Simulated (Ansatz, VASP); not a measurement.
# W2N in VASP and in Ansatz

```
W N
1.0
     2.80287    0.00000    0.00000
    -1.40143    2.42735    0.00000
     0.00000    0.00000   17.43159
W N
6 3
Cartesian
  0.0000 0.0000 1.3222
  0.0000 0.0000 16.1093
  0.0000 1.6182 4.5799
  1.4014 0.8091 12.8517
  0.0000 1.6182 7.2758
  1.4014 0.8091 10.1558
  0.0000 0.0000 8.7158
  0.0000 1.6182 2.6244
  1.4014 0.8091 14.8071
```

Alike in both runs: functional PBEsol; k mesh 12 × 12 × 1; occupations gaussian, width 0.1 eV; no spin polarisation.

Ansatz relaxed the structure, and its values are those at the end. VASP's run is a single point on that final structure, the one shown.

|  | VASP | Ansatz |
| --- | --- | --- |
| version | VASP 6.6.1 | Ansatz 0.2.0 |
| potentials or method | VASP PAW PBE potentials, release 64 (W_sv, N), cutoff 520 eV | scalar-relativistic, plane waves, PAW |
| valence electrons in the cell | 99 | 99 |

```csv
,VASP,Ansatz,Ansatz less VASP
gap on the k mesh at the Fermi level (eV),none,none,-
pressure (GPa),1.1,0.0,-1.13
rms of the force components (eV/Å),0.036,0.005,-0.0306
```

VASP's potentials were made for PBE, not for PBEsol. A gap of «none» marks a metal or a gap that the smearing closes.

The k mesh is coarse, so the values compare programs but aren't converged. Spin-orbit coupling is off throughout.
